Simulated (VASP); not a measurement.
# GaN (Cmc2_1) in VASP: a series of runs, part 2 of 2

VASP 6.6.1. The steps go on from the part before.

### Step 3. Single point, PBE (strain -0.0150 x Voigt [1, 0, 0, 0, 0, 0])

File INCAR:

```
SYSTEM = GaN
  PREC = Accurate
  ENCUT = 520
  EDIFF = 1E-6
  ISMEAR = 0
  SIGMA = 0.05
  LREAL = .False.
  LASPH = .True.
  NELM = 80
  ALGO = Normal
  ISIF = 2
  LWAVE = .False.
  LCHARG = .False.
  GGA = PE
  NBANDS = 26
```

File KPOINTS:

```
regular mesh
0
Gamma
  12 12 6
  0 0 0
```

File POSCAR:

```
GaN
1.0
    3.1701524827      0.0000000000      0.0000000000
   -1.5850762413      2.7872412019      0.0000000000
    0.0000000000      0.0000000000      5.2430304702
Ga N
2 2
Direct
    0.3333333333      0.6666666667      0.9991316875
    0.6666666667      0.3333333333      0.4991316875
    0.3333333333      0.6666666667      0.3758683125
    0.6666666667      0.3333333333      0.8758683125
```

Potentials or basis: VASP PAW PBE potentials, release 64 (Ga_d, N).

On the command line:

```bash
cat potpaw_PBE.64/Ga_d/POTCAR potpaw_PBE.64/N/POTCAR > POTCAR
mpirun -np 1 vasp_std > vasp.out
```

OUTCAR:

```text
SYSTEM = GaN
   PREC = Accurate
   ENCUT = 520
   EDIFF = 1E-6
   ISMEAR = 0
   LREAL = .False.
   LASPH = .True.
   NELM = 80
   ISIF = 2
   GGA = PE

 ion  position               nearest neighbor table
   1  0.333  0.667  0.999-   4 1.95   4 1.95   4 1.97   3 1.98
   2  0.667  0.333  0.499-   3 1.95   3 1.95   3 1.97   4 1.98
   3  0.333  0.667  0.376-   2 1.95   2 1.95   2 1.97   1 1.98
   4  0.667  0.333  0.876-   1 1.95   1 1.95   1 1.97   2 1.98

  LATTYP: Found a base centered orthorhombic cell.
 ALAT       =     3.1701524827
 B/A-ratio  =     1.7584272158
 C/A-ratio  =     1.6538732754

  Lattice vectors:

 A1 = (   1.5850762413,  -2.7872412019,   0.0000000000)
 A2 = (   1.5850762414,   2.7872412019,   0.0000000000)
 A3 = (   0.0000000000,   0.0000000000,   5.2430304702)

Analysis of symmetry for initial positions (statically):
=====================================================================
 Subroutine PRICEL returns:
 Original cell was already a primitive cell.

 Routine SETGRP: Setting up the symmetry group for a
 base centered orthorhombic supercell.

 Subroutine GETGRP returns: Found  4 space group operations
 (whereof  2 operations were pure point group operations)
 out of a pool of  8 trial point group operations.

The static configuration has the point symmetry C_1h.
 The point group associated with its full space group is C_2v.

Analysis of symmetry for dynamics (positions and initial velocities):
=====================================================================
 Subroutine PRICEL returns:
 Original cell was already a primitive cell.

 Routine SETGRP: Setting up the symmetry group for a
 base centered orthorhombic supercell.

 Subroutine GETGRP returns: Found  4 space group operations
 (whereof  2 operations were pure point group operations)
 out of a pool of  8 trial point group operations.
[... 116 lines left out ...]
   PSTRESS=    0.0 pullay stress
   NELECT =      36.0000    total number of electrons
   NUPDOWN=      -1.0000    fix difference up-down
   EMIN   =  10.00;   EMAX   =-10.00  energy-range for DOS
   EFERMI =   0.00;   METHOD = LEGACY
   ISMEAR =     0;   SIGMA  =   0.05  broadening in eV -4-tet -1-fermi 0-gaus
   EFERMI_NEDOS =   21; number of points for ismear=-14 and -15
   IALGO  =     38    algorithm
   IMIX   =      4    mixing-type and parameters
     AMIX     =   0.40;   BMIX     =  1.00
     AMIX_MAG =   1.60;   BMIX_MAG =  1.00
  volume/ion in A,a.u.               =      11.58        78.16
  Fermi-wavevector in a.u.,A,eV,Ry     =   1.505093  2.844213 30.821340  2.265305
  Thomas-Fermi vector in A             =   2.615987
   LORBIT       =      0    0 simple, 1 ext, 2 COOP (PROOUT), +10 PAW based schemes
   GGA     = PE    functional components
   LHFCALC =     F    Hartree Fock is set to
   AEXX    =    0.0000 exact exchange contribution
   IVDW    =     0    specifies the selected vdW correction
   LEPSILON=     F    determine dielectric tensor
   LRPA    =     F    only Hartree local field effects (RPA)
 non-spin polarized calculation
 Gauss-broadening in eV      SIGMA  =   0.05
  energy-cutoff  :      520.00
  volume of cell :       46.33
 maximum number of plane-waves:      1276
   NGX = 11   NGY = 11   NGZ = 19

 number of electron      35.9999972 magnetization

 Free energy of the ion-electron system (eV)
  ---------------------------------------------------
  ext. energy  EPLUGINS =         0.00000000
  ---------------------------------------------------
  free energy    TOTEN  =       -24.31443196 eV

  energy without entropy =      -24.31443196  energy(sigma->0) =      -24.31443196

 E-fermi :   5.4882     XC(G=0): -11.5958

 val. band max:        5.2092821646   @ k =   0.0000   0.0000   0.0000
 cond. band min:       6.9723663053   @ k =   0.0000   0.0000   0.0000
 fundamental gap:      1.7630841407
 Fermi energy:         5.4881942117

 k-point     1 :       0.0000    0.0000    0.0000
  band No.  band energies     occupation
      1     -10.6934      2.00000
      2      -9.8262      2.00000
      3      -8.2614      2.00000
      4      -8.2508      2.00000
      5      -8.2450      2.00000
      6      -8.1938      2.00000
[... 685 lines left out ...]
     25      17.7110      0.00000
     26      18.0811      0.00000

 [... further k-points ...]
[... 5 lines left out ...]
  --------------------------------------------------------------------------------------
  -------------------------------------------------------------------------------------
  Total        1.7407402      0.4371164      0.2952935      0.0000000      0.0000000      0.0000000
  in kB       60.2015179     15.1171743     10.2123891      0.0000000      0.0000000      0.0000000
  external PRESSURE =      28.5103604 kB  Pullay stress =       0.0000000 kB

 VOLUME and BASIS-vectors are now :
 -----------------------------------------------------------------------------
  energy-cutoff  :      520.00
  volume of cell :       46.33
      direct lattice vectors                 reciprocal lattice vectors
     3.170152483  0.000000000  0.000000000     0.315442240  0.179388852  0.000000000
    -1.585076241  2.787241202  0.000000000     0.000000000  0.358777704  0.000000000
     0.000000000  0.000000000  5.243030470     0.000000000  0.000000000  0.190729389

 POSITION                                       TOTAL-FORCE (eV/Angst)
 -----------------------------------------------------------------------------------
     -0.00000      1.85816      5.23848         0.000000      0.112745      0.073840
      1.58508      0.92908      2.61696        -0.000000     -0.112745      0.073840
     -0.00000      1.85816      1.97069         0.000000      0.134016     -0.073840
      1.58508      0.92908      4.59220        -0.000000     -0.134016     -0.073840
 -----------------------------------------------------------------------------------
    total drift:                               -0.000001     -0.000001     -0.001148

  FREE ENERGIE OF THE ION-ELECTRON SYSTEM (eV)
  ---------------------------------------------------
  free  energy   TOTEN  =       -24.3144319589 eV

  energy  without entropy=      -24.3144319589  energy(sigma->0) =      -24.31443196
```

stdout:

```text
POSCAR found type information on POSCAR GaN
 POSCAR found :  2 types and       4 ions
 scaLAPACK will be used
 LDA part: xc-table for (Slater+PW92), standard interpolation
 POSCAR, INCAR and KPOINTS ok, starting setup
 FFT: planning ... GRIDC
 FFT: planning ... GRID_SOFT
 FFT: planning ... GRID
 WAVECAR not read
 entering main loop
```

It took 2 min on 1 thread of Intel Xeon 6975P-C, shared host; peak memory 0.29 GiB.

What came out:

```yaml
Free_energy: -24.3144 eV
Pressure: 2.9 GPa
Largest_force: 0.153 eV/Å
Band_gap_on_the_k_mesh: 1.76 eV, direct
```

Forces in eV/Å, atoms in the order of the input:
```
Ga   0.000  0.113  0.074
Ga   0.000 -0.113  0.074
N    0.000  0.134 -0.074
N    0.000 -0.134 -0.074
```

Stress tensor (GPa, compression positive):
```
6.02 0.00 0.00
0.00 1.51 0.00
0.00 0.00 1.02
```

Caveat: the cell differs from its parent crystal (strain -0.0150 x Voigt [1, 0, 0, 0, 0, 0]).

### Step 4. Single point, PBE (strain +0.0150 x Voigt [1, 0, 0, 0, 0, 0])

File INCAR:

```
SYSTEM = GaN
PREC = Accurate
ENCUT = 520
EDIFF = 1E-7
ISMEAR = 0
SIGMA = 0.05
LREAL = .False.
LASPH = .True.
NELM = 80
ALGO = Normal
ISIF = 2
LWAVE = .False.
LCHARG = .False.
GGA = PE
NBANDS = 26
```

KPOINTS is that of step 3.

Changes to POSCAR since step 3:

```diff
@@ -2,4 +2,4 @@
 1.0
-    3.1701524827      0.0000000000      0.0000000000
-   -1.5850762413      2.7872412019      0.0000000000
+    3.2667053502      0.0000000000      0.0000000000
+   -1.6333526751      2.7872412019      0.0000000000
     0.0000000000      0.0000000000      5.2430304702
```

Potentials or basis: VASP PAW PBE potentials, release 64 (Ga_d, N).

On the command line:

```bash
cat potpaw_PBE.64/Ga_d/POTCAR potpaw_PBE.64/N/POTCAR > POTCAR
mpirun -np 1 vasp_std > vasp.out
```

OUTCAR:

```text
SYSTEM = GaN
   PREC = Accurate
   ENCUT = 520
   EDIFF = 1E-7
   ISMEAR = 0
   LREAL = .False.
   LASPH = .True.
   NELM = 80
   ISIF = 2
   GGA = PE

 ion  position               nearest neighbor table
   1  0.333  0.667  0.999-   4 1.97   3 1.98   4 1.99   4 1.99
   2  0.667  0.333  0.499-   3 1.97   4 1.98   3 1.99   3 1.99
   3  0.333  0.667  0.376-   2 1.97   1 1.98   2 1.99   2 1.99
   4  0.667  0.333  0.876-   1 1.97   2 1.98   1 1.99   1 1.99

  Warning from LATTYP: Monoclinic adjustment (A1->A3, A2->A1, A3->A2)!
  LATTYP: Found a base centered orthorhombic cell.
 ALAT       =     3.2667053502
[... 898 lines left out ...]
  --------------------------------------------------------------------------------------
  -------------------------------------------------------------------------------------
  Total       -1.5336063     -0.3340241     -0.1865374      0.0000000      0.0000000      0.0000000
  in kB      -51.4704024    -11.2104094     -6.2605079      0.0000000      0.0000000      0.0000000
  external PRESSURE =     -22.9804399 kB  Pullay stress =       0.0000000 kB

 VOLUME and BASIS-vectors are now :
 -----------------------------------------------------------------------------
  energy-cutoff  :      520.00
  volume of cell :       47.74
      direct lattice vectors                 reciprocal lattice vectors
     3.266705350  0.000000000  0.000000000     0.306118824  0.179388852  0.000000000
    -1.633352675  2.787241202  0.000000000     0.000000000  0.358777704  0.000000000
     0.000000000  0.000000000  5.243030470     0.000000000  0.000000000  0.190729389

 POSITION                                       TOTAL-FORCE (eV/Angst)
 -----------------------------------------------------------------------------------
     -0.00000      1.85816      5.23848         0.000000     -0.091961     -0.059522
      1.63335      0.92908      2.61696         0.000000      0.091961     -0.059522
     -0.00000      1.85816      1.97069         0.000000     -0.113571      0.059522
      1.63335      0.92908      4.59220         0.000000      0.113571      0.059522
 -----------------------------------------------------------------------------------
    total drift:                               -0.000001     -0.000001     -0.001054

  FREE ENERGIE OF THE ION-ELECTRON SYSTEM (eV)
  ---------------------------------------------------
  free  energy   TOTEN  =       -24.3168109423 eV

  energy  without entropy=      -24.3168109423  energy(sigma->0) =      -24.31681094
```

stdout:

```text
POSCAR found type information on POSCAR GaN
 POSCAR found :  2 types and       4 ions
 scaLAPACK will be used
 LDA part: xc-table for (Slater+PW92), standard interpolation
 POSCAR, INCAR and KPOINTS ok, starting setup
 FFT: planning ... GRIDC
 FFT: planning ... GRID_SOFT
 FFT: planning ... GRID
 WAVECAR not read
 entering main loop
```

It took 89 s on 1 thread of Intel Xeon 6975P-C (Granite Rapids), shared host; peak memory 0.29 GiB.

What came out:

| Property | Result |
| --- | --- |
| Free energy | -24.3168 eV |
| Pressure | -2.3 GPa |
| Largest force | 0.128 eV/Å |
| Band gap on the k mesh | 1.60 eV, direct |

Forces in eV/Å, atoms in the order of the input:
```
Ga   0.000 -0.092 -0.060
Ga   0.000  0.092 -0.060
N    0.000 -0.114  0.060
N    0.000  0.114  0.060
```

Caveat: the cell differs from its parent crystal (strain +0.0150 x Voigt [1, 0, 0, 0, 0, 0]).

### Step 5. Single point, PBE (strain +0.0300 x Voigt [1, 0, 0, 0, 0, 0])

File INCAR:

```
ALGO = Normal
EDIFF = 1E-7
ENCUT = 520
GGA = PE
ISIF = 2
ISMEAR = 0
LASPH = True
LCHARG = False
LREAL = False
LWAVE = False
NBANDS = 26
NELM = 60
PREC = Accurate
SIGMA = 0.05
```

File KPOINTS:

```
k-points
0
Gamma
  12 12 6
```

Changes to POSCAR since step 4:

```diff
@@ -2,4 +2,4 @@
 1.0
-    3.2667053502      0.0000000000      0.0000000000
-   -1.6333526751      2.7872412019      0.0000000000
+    3.3149817839      0.0000000000      0.0000000000
+   -1.6574908920      2.7872412019      0.0000000000
     0.0000000000      0.0000000000      5.2430304702
```

On the command line:

```bash
cat potpaw_PBE.64/Ga_d/POTCAR potpaw_PBE.64/N/POTCAR > POTCAR
mpirun -np 1 vasp_std > vasp.out
```

Run time: 2.1 min. Hardware: 1 thread of Intel Xeon 6975P-C (Granite Rapids), shared host; peak memory 0.3 GiB.

Results (log left out):

| Quantity | Value |
| --- | --- |
| Free energy | -24.2838 eV |
| Pressure | -4.5 GPa |
| Largest force | 0.234 eV/Å |
| Band gap on the k mesh | 1.49 eV, direct |

Forces in eV/Å, atoms in the order of the input:
```
Ga   0.000 -0.165 -0.106
Ga   0.000  0.165 -0.106
N    0.000 -0.209  0.106
N    0.000  0.209  0.106
```

Stress tensor (GPa, compression positive):
```
-9.86  0.00  0.00
 0.00 -2.25  0.00
 0.00  0.00 -1.38
```

Levels at points of the mesh, in eV from the valence-band top:
| k point | band 16 | band 17 | band 18 | band 19 | band 20 | band 21 |
| --- | --- | --- | --- | --- | --- | --- |
| (0.00, 0.00, 0.00) | -0.10 | -0.04 | 0.00 | 1.49 | 3.69 | 8.91 |
| (0.50, 0.00, 0.00) | -2.54 | -2.07 | -0.88 | 4.93 | 5.24 | 5.93 |
| (0.00, 0.50, 0.00) | -2.81 | -2.10 | -1.08 | 4.44 | 4.95 | 6.06 |
| (0.00, 0.00, 0.50) | -0.62 | -0.52 | -0.52 | 3.78 | 3.78 | 8.19 |
| (0.50, 0.00, 0.50) | -1.81 | -1.74 | -1.74 | 4.26 | 4.26 | 7.41 |
| (0.00, 0.50, 0.50) | -2.02 | -1.74 | -1.74 | 4.07 | 4.07 | 7.35 |

Caveat: the cell differs from its parent crystal (strain +0.0300 x Voigt [1, 0, 0, 0, 0, 0]).

### Step 6. Single point, PBE (strain +0.0450 x Voigt [1, 0, 0, 0, 0, 0])

File INCAR:

```
PREC     = Accurate       # precision mode
ENCUT    = 520            # plane-wave cutoff, eV
EDIFF    = 1E-6           # SCF threshold, eV
ISMEAR   = 0              # smearing method
SIGMA    = 0.05           # smearing width, eV
LREAL    = F              # projectors in reciprocal space
LASPH    = T              # aspherical terms in the spheres
NELM     = 80             # most SCF steps
ALGO     = Normal         # electronic algorithm
ISIF     = 2              # what is computed and relaxed
LWAVE    = F              # write WAVECAR
LCHARG   = F              # write CHGCAR
GGA      = PE             # functional
NBANDS   = 26             # bands
```

File KPOINTS:

```
regular mesh
0
Gamma
  12 12 6
```

Changes to POSCAR since step 5:

```diff
@@ -2,4 +2,4 @@
 1.0
-    3.3149817839      0.0000000000      0.0000000000
-   -1.6574908920      2.7872412019      0.0000000000
+    3.3632582177      0.0000000000      0.0000000000
+   -1.6816291088      2.7872412019      0.0000000000
     0.0000000000      0.0000000000      5.2430304702
```

Potentials or basis: VASP PAW PBE potentials, release 64 (Ga_d, N).

On the command line:

```bash
cat potpaw_PBE.64/Ga_d/POTCAR potpaw_PBE.64/N/POTCAR > POTCAR
mpirun -np 1 vasp_std > vasp.out
```

Wall time 2.2 min (1 thread of Intel Xeon 6975P-C (Granite Rapids), shared host); peak memory 0.29 GiB.

The run converged. Its results:

* Free energy: -24.2315 eV
* Pressure: -6.4 GPa
* Largest force: 0.320 eV/Å
* Band gap on the k mesh: 1.37 eV, direct

Forces on the atoms (eV/Å):
```
Ga   0.000 -0.222 -0.141
Ga   0.000  0.222 -0.141
N    0.000 -0.288  0.141
N    0.000  0.288  0.141
```

Stress tensor (GPa, compression positive):
```
-13.98   0.00   0.00
  0.00  -3.21   0.00
  0.00   0.00  -2.03
```

Levels at points of the mesh, in eV from the valence-band top:
```tsv
k point	band 14	band 15	band 16	band 17	band 18	band 19	band 20	band 21	band 22	band 23
(0.00, 0.00, 0.00)	-1.16	-1.02	-0.14	-0.05	0.00	1.37	3.51	8.84	8.96	9.65
(0.50, 0.00, 0.00)	-5.00	-4.02	-2.50	-2.04	-0.83	4.91	5.17	5.92	7.86	9.98
(0.00, 0.50, 0.00)	-5.02	-3.82	-2.88	-2.09	-1.12	4.19	4.76	6.10	8.21	9.45
(0.00, 0.00, 0.50)	-3.69	-0.66	-0.66	-0.52	-0.52	3.64	3.64	8.12	8.12	9.45
(0.50, 0.00, 0.50)	-6.30	-1.79	-1.79	-1.69	-1.69	4.24	4.24	7.33	7.33	9.47
(0.00, 0.50, 0.50)	-6.21	-2.08	-2.08	-1.69	-1.69	3.94	3.94	7.26	7.26	9.55
```

Caveat: the cell differs from its parent crystal (strain +0.0450 x Voigt [1, 0, 0, 0, 0, 0]).

### Step 7. Single point, PBE (strain +0.0525 x Voigt [1, 0, 0, 0, 0, 0])

File INCAR:

```
ALGO = Normal
EDIFF = 1E-6
ENCUT = 520
GGA = PE
ISIF = 2
ISMEAR = 0
LASPH = T
LCHARG = T
LELF = T
LREAL = F
LVHAR = T
LWAVE = F
NBANDS = 26
NELM = 60
PREC = Accurate
SIGMA = 0.05
```

File KPOINTS:

```
k-points
0
Gamma
  12 12 6
```

Changes to POSCAR since step 6:

```diff
@@ -2,4 +2,4 @@
 1.0
-    3.3632582177      0.0000000000      0.0000000000
-   -1.6816291088      2.7872412019      0.0000000000
+    3.3873964345      0.0000000000      0.0000000000
+   -1.6936982173      2.7872412019      0.0000000000
     0.0000000000      0.0000000000      5.2430304702
```

On the command line:

```bash
cat potpaw_PBE.64/Ga_d/POTCAR potpaw_PBE.64/N/POTCAR > POTCAR
mpirun -np 1 vasp_std > vasp.out
```

Wall time 1.8 min (1 thread of Intel Xeon 6975P-C (Granite Rapids), shared host); peak memory 0.3 GiB.

It converged, with:

```yaml
Free_energy: -24.1987 eV
Pressure: -7.3 GPa
Largest_force: 0.357 eV/Å
Band_gap_on_the_k_mesh: 1.32 eV, direct
```

Forces in eV/Å, atoms in the order of the input:
```
Ga   0.000 -0.244 -0.155
Ga   0.000  0.244 -0.155
N    0.000 -0.322  0.155
N    0.000  0.322  0.155
```

Stress tensor (GPa, compression positive):
```
-15.85   0.00   0.00
  0.00  -3.65   0.00
  0.00   0.00  -2.34
```

Levels at points of the mesh, in eV from the valence-band top:
| k point | band 16 | band 17 | band 18 | band 19 | band 20 | band 21 |
| --- | --- | --- | --- | --- | --- | --- |
| (0.00, 0.00, 0.00) | -0.15 | -0.04 | 0.00 | 1.32 | 3.42 | 8.81 |
| (0.50, 0.00, 0.00) | -2.48 | -2.02 | -0.81 | 4.90 | 5.14 | 5.91 |
| (0.00, 0.50, 0.00) | -2.91 | -2.09 | -1.13 | 4.07 | 4.66 | 6.12 |
| (0.00, 0.00, 0.50) | -0.68 | -0.52 | -0.52 | 3.57 | 3.57 | 8.09 |
| (0.50, 0.00, 0.50) | -1.78 | -1.66 | -1.66 | 4.23 | 4.23 | 7.28 |
| (0.00, 0.50, 0.50) | -2.10 | -1.67 | -1.67 | 3.87 | 3.87 | 7.23 |

Caveat: the cell differs from its parent crystal (strain +0.0525 x Voigt [1, 0, 0, 0, 0, 0]).

### Step 8. Overview

| cell | gap on the mesh (eV) | pressure (GPa) | largest force (eV/Å) |
| --- | --- | --- | --- |
| a = 3.122, b = 3.195, c = 5.243 Å, angles 90.0, 90.0, 119.3°, 4 atoms | 1.80 | 5.9 | 0.33 |
| a = 3.170, b = 3.206, c = 5.243 Å, angles 90.0, 90.0, 119.6°, 4 atoms | 1.76 | 2.9 | 0.15 |
| a = 3.267, b = 3.231, c = 5.243 Å, angles 90.0, 90.0, 120.4°, 4 atoms | 1.60 | -2.3 | 0.13 |
| a = 3.315, b = 3.243, c = 5.243 Å, angles 90.0, 90.0, 120.7°, 4 atoms | 1.49 | -4.5 | 0.23 |
| a = 3.363, b = 3.255, c = 5.243 Å, angles 90.0, 90.0, 121.1°, 4 atoms | 1.37 | -6.4 | 0.32 |
| a = 3.387, b = 3.261, c = 5.243 Å, angles 90.0, 90.0, 121.3°, 4 atoms | 1.32 | -7.3 | 0.36 |

Alike in all rows: task single point; level PBE; potentials or basis VASP PAW PBE potentials, release 64 (Ga_d, N); no spin polarisation; k mesh 12 × 12 × 6; cutoff (eV) 520; smearing gaussian 0.05 eV.

Absolute energies hang on the potentials; compare differences alone.
